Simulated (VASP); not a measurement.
A run of VASP 6.6.1 is set up as follows.

Contents of INCAR:

```
ALGO = Normal ; DIPOL = 0.5 0.5 0.500
EDIFF = 1E-7 ; ENCUT = 520
GGA = PS ; IDIPOL = 3
ISIF = 2 ; ISMEAR = -1
LASPH = True ; LCHARG = False
LDIPOL = True ; LREAL = False
LWAVE = False ; NBANDS = 36
NELM = 100 ; PREC = Accurate
SIGMA = 0.08
```

File KPOINTS:

```
k-points
0
Gamma
  12 12 1
```

The input POSCAR:

```
Ta
1.0
    3.2812985075      0.0000000000      0.0000000000
    0.0000000000      3.2812985075      0.0000000000
    0.0000000000      0.0000000000     22.5626000000
Ta
5
Direct
    0.0000000000      0.0000000000      0.3545691319
    0.5000000000      0.5000000000      0.4272845657
    0.0000000000      0.0000000000      0.5000000000
    0.5000000000      0.5000000000      0.5727154343
    0.0000000000      0.0000000000      0.6454308681
```

Potentials or basis: VASP PAW PBE potentials, release 64 (Ta_pv).

Command:

```console
$ cat potpaw_PBE.64/Ta_pv/POTCAR > POTCAR
$ mpirun -np 1 vasp_std > vasp.out
```

(1) What does it give for the largest force?

(2) What does it give for the band gap on the k mesh?

## Answers

(1) 1.475 eV/Å.

(2) zero (an odd number of electrons rules out a gap without spin polarisation).

Caveat: the PAW data sets were made with another functional, which shifts forces and pressure a little; spin-orbit coupling is left out, which moves the levels of the heavy elements.
